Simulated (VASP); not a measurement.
# MgBCl5: single point with PBE

MgBCl5:

```
Mg B Cl
1.0
     4.60070    0.00000    0.00000
     0.00000    4.60070    0.00000
     0.00000    0.00000    7.00408
Mg B Cl
1 1 5
Direct
  0.00000 0.00000 0.00000
  0.50000 0.50000 0.50000
  0.50000 0.00000 0.79591
  0.50000 0.00000 0.20409
  0.00000 0.50000 0.79591
  0.00000 0.50000 0.20409
  0.00000 0.00000 0.50000
```

The cell was generated, and may not be a known phase.

```json
{
  "Program": "VASP 6.6.1",
  "Task": "single point",
  "Functional": "PBE",
  "Potentials or basis": "VASP PAW PBE potentials, release 64 (Mg, B, Cl)",
  "Cutoff": "520 eV",
  "k mesh": "8 × 8 × 6",
  "Occupations": "gaussian, width 0.1 eV",
  "Spin": "no spin polarisation"
}
```

The pressure is -0.2 GPa. The largest force is 0.012 eV/Å. The band gap on the k mesh is zero (bands 20 and 21 overlap by 0.64 eV).

Forces in eV/Å, atoms in the order of the input:
```
Mg   0.000  0.000  0.000
B    0.000  0.000  0.000
Cl   0.000  0.000  0.012
Cl   0.000  0.000 -0.012
Cl   0.000  0.000  0.012
Cl   0.000  0.000 -0.012
Cl   0.000  0.000  0.000
```

Levels at points of the mesh, in eV from the Fermi level:
| k point | band 17 | band 18 | band 19 | band 20 | band 21 | band 22 | band 23 | band 24 |
| --- | --- | --- | --- | --- | --- | --- | --- | --- |
| (0.00, 0.00, 0.00) | -0.83 | -0.34 | -0.34 | -0.26 | -0.11 | 2.73 | 2.96 | 2.96 |
| (0.50, 0.00, 0.00) | -1.00 | -0.91 | -0.67 | -0.59 | 0.36 | 2.45 | 2.47 | 3.15 |
| (0.50, 0.50, 0.00) | -0.51 | -0.34 | -0.24 | -0.20 | 0.19 | 3.02 | 3.02 | 3.10 |
| (0.00, 0.00, 0.50) | -0.78 | -0.53 | -0.37 | -0.37 | -0.21 | 2.41 | 3.07 | 3.07 |
| (0.50, 0.00, 0.50) | -1.17 | -0.72 | -0.52 | -0.41 | 0.48 | 2.61 | 2.92 | 2.94 |
| (0.50, 0.50, 0.50) | -0.28 | -0.18 | 0.16 | 0.40 | 0.40 | 2.73 | 3.23 | 3.23 |

Run time: 5.5 min on 1 thread of Intel Xeon 8259CL, with other jobs on the host, peak memory 0.38 GiB.
